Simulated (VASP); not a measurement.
Wanted: the native input for a VASP 6.6.1 run.

* Task: single point
* Functional: PBE
* Dispersion: D3(BJ)
* Potentials or basis: VASP PAW PBE potentials, release 64 (Ge_d)
* Cutoff: 520 eV
* k mesh: 20 × 20 × 20
* Occupations: gaussian, width 0.15 eV
* Spin: no spin polarisation
* Dipole correction: no
* Further INCAR settings: ALGO = Normal; EDIFF = 1e-07; NBANDS = 13

The structure of Ge lies in POSCAR:

```
Ge
1.0
    0.0000000000      2.1403277355      2.0983605250
    2.1403277355      0.0000000000      2.0983605250
    2.1403277355      2.1403277355      0.0000000000
Ge
1
Direct
    0.0000000000      0.0000000000      0.0000000000
```

This cell differs from its parent crystal: strain +0.0200 x Voigt [1, 1, 0, 0, 0, 0].

The input as run:

INCAR

```
SYSTEM = Ge
  PREC = Accurate
  ENCUT = 520
  EDIFF = 1E-7
  ISMEAR = 0
  SIGMA = 0.15
  LREAL = .False.
  LASPH = .True.
  NELM = 60
  ALGO = Normal
  ISIF = 2
  LWAVE = .False.
  LCHARG = .False.
  GGA = PE
  IVDW = 12
  NBANDS = 13
```

KPOINTS

```
regular mesh
0
Gamma
  20 20 20
  0 0 0
```

Potentials or basis: VASP PAW PBE potentials, release 64 (Ge_d).

Command:

```console
$ cat potpaw_PBE.64/Ge_d/POTCAR > POTCAR
$ mpirun -np 1 vasp_std > vasp.out
```

It gave:

| Quantity | Value |
| --- | --- |
| Pressure | -1.7 GPa |
| Band gap on the k mesh | zero (band 7 reaches 15.40 eV, above the bottom of band 8 at 4.21 eV) |
| Dispersion energy per atom | -0.344 eV |

Caveat: the cell differs from its parent crystal (strain +0.0200 x Voigt [1, 1, 0, 0, 0, 0]); pairwise dispersion overbinds metals, which lowers pressure and volume.

It took 2.4 min on 1 thread of AMD EPYC 7R13 Processor (Zen 3), on a shared host, peak memory 0.24 GiB.
